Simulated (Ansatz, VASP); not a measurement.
**Si4S: VASP beside Ansatz**

```
Si S
1.0
     5.28414    0.00000    0.00000
    -2.64207    4.57620    0.00000
     0.00000    0.00000    6.18059
Si S
4 1
Direct
  0.00000 0.00000 0.43263
  0.81349 0.18651 0.69993
  0.81349 0.62699 0.69993
  0.37301 0.18651 0.69993
  0.00000 0.00000 0.96464
```

Alike in both runs: functional PBE; k mesh 4 × 4 × 3; occupations gaussian, width 0.2 eV; no spin polarisation.

Ansatz relaxed the structure, and its values are those at the end. VASP's run is a single point on that final structure, the one shown.

```csv
,VASP,Ansatz
version,VASP 6.6.1,Ansatz 0.2.0
potentials or method,"VASP PAW PBE potentials, release 64 (Si, S), cutoff 500 eV","scalar-relativistic, plane waves, PAW"
valence electrons in the cell,22,22
```

|  | VASP | Ansatz | Ansatz less VASP |
| --- | --- | --- | --- |
| gap on the k mesh at the Fermi level (eV) | none | none | - |
| pressure (GPa) | 0.2 | 0.3 | +0.05 |
| rms of the force components (eV/Å) | 0.029 | 0.016 | -0.0129 |

A gap of «none» marks a metal or a gap that the smearing closes. With one functional, cell and mesh, what is left measures potentials, basis and numerics.
